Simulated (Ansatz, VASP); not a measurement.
One calculation of Mo, two programs

The input INCAR:

```
SYSTEM = Mo
PREC = Accurate ; ENCUT = 520
EDIFF = 1E-6 ; ISMEAR = 0
SIGMA = 0.15 ; LREAL = .FALSE.
LASPH = .TRUE. ; NELM = 100
ALGO = Fast ; ISIF = 2
LWAVE = .FALSE. ; LCHARG = .FALSE.
GGA = PE ; NBANDS = 13
```

Contents of KPOINTS:

```
regular mesh
0
G
  26 26 26
  0 0 0
```

Contents of POSCAR:

```
Mo
1.0
   -1.5407139493      1.5407139493      1.5802194352
    1.5407139493     -1.5407139493      1.5802194352
    1.5407139493      1.5407139493     -1.5802194352
Mo
1
Direct
    0.0000000000      0.0000000000      0.0000000000
```

Input for Ansatz:

```yaml
crystal:
  lattice:
    - [-1.5407139493, 1.5407139493, 1.5802194352]
    - [1.5407139493, -1.5407139493, 1.5802194352]
    - [1.5407139493, 1.5407139493, -1.5802194352]
  atoms:
    - { symbol: Mo, position: [0.0, 0.0, 0.0] }
basis:
  ecutwfc: 420
kpoints:
  mp_grid: { grid: [26, 26, 26] }
hamiltonian:
  xc: pbe
scf:
  occupations: { method: gaussian, width: 0.15 }
output:
  forces: true
  stress: true
  eigenvalues: true
```

Change from the starting cell: strain -0.025 along x and y, +0.000 along z, atoms carried along.

Alike in both runs: task single point; functional PBE; k mesh 26 × 26 × 26; occupations gaussian, width 0.15 eV; no spin polarisation.

|  | VASP | Ansatz |
| --- | --- | --- |
| version | VASP 6.6.1 | Ansatz 0.2.0 |
| potentials or method | VASP PAW PBE potentials, release 64 (Mo_sv), cutoff 520 eV | scalar-relativistic, plane waves, PAW |
| valence electrons in the cell | 14 | 14 |

|  | VASP | Ansatz | Ansatz less VASP |
| --- | --- | --- | --- |
| gap on the k mesh at the Fermi level (eV) | none | none | - |
| pressure (GPa) | 15.5 | 14.8 | -0.64 |
| traceless stress, the component that is largest in VASP (GPa) | -5.67 | -5.67 | 0.000 |

A gap of «none» marks a metal or a gap that the smearing closes.
